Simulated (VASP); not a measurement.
Si2W:

```xyz
3
Lattice="-1.6069 1.6069 3.9150 1.6069 -1.6069 3.9150 1.6069 1.6069 -3.9150" Properties=species:S:1:pos:R:3 pbc="T T T"
Si    0.0071    0.0042    2.5729
Si   -0.0123    0.0536    5.2162
W    -0.0049   -0.0318    0.0184
```

- Program: VASP 6.6.1
- Task: relaxation of cell and atoms
- Functional: PBE
- Potentials or basis: VASP PAW PBE potentials, release 64 (Si, W_sv)
- Cutoff: 600 eV
- k mesh: 10 × 10 × 10
- Occupations: methfessel-paxton, width 0.05 eV
- Spin: no spin polarisation

At the start: pressure 3.5 GPa; volume 13.48 Å³/atom.

Task: How do energy, volume and symmetry change on relaxing?

Result: Over 11 steps the energy falls by 19.8 meV/atom and the volume is 13.69 Å³/atom (+1.5 %); space group Imm2 (No. 44, to 0.1 Å) before, I4/mmm (No. 139, to 0.1 Å).

Step by step:
| step | energy change (eV) | largest force (eV/Å) | pressure (GPa) | volume (Å³) |
| --- | --- | --- | --- | --- |
| 1 | 0.0000 | 0.9128 | 3.47 | 40.44 |
| 2 | -0.0338 | 0.2771 | -5.76 | 42.17 |
| 3 | -0.0427 | 0.3591 | -3.09 | 41.60 |
| 4 | -0.0544 | 0.2635 | 2.00 | 40.72 |
| 5 | -0.0582 | 0.1325 | 0.25 | 41.01 |
| 6 | -0.0593 | 0.0422 | -0.07 | 41.07 |
| 7 | -0.0593 | 0.0377 | -0.14 | 41.09 |
| 8 | -0.0594 | 0.0152 | 0.16 | 41.03 |
| 9 | -0.0594 | 0.0161 | 0.10 | 41.04 |
| 10 | -0.0594 | 0.0083 | -0.09 | 41.07 |
| 11 | -0.0594 | 0.0087 | -0.06 | 41.06 |

Final structure:
```cif
data_structure
_symmetry_space_group_name_H-M 'P 1'
_symmetry_Int_Tables_number 1
_cell_length_a 4.5475
_cell_length_b 4.5482
_cell_length_c 4.5481
_cell_angle_alpha 138.382
_cell_angle_beta 138.379
_cell_angle_gamma 60.324
_cell_volume 41.06
loop_
_atom_site_label
_atom_site_type_symbol
_atom_site_fract_x
_atom_site_fract_y
_atom_site_fract_z
_atom_site_occupancy
Si1 Si 0.33645 0.33288 0.00156 1
Si2 Si 0.66688 0.66306 0.00162 1
W1 W 0.00190 0.99805 0.00178 1
```
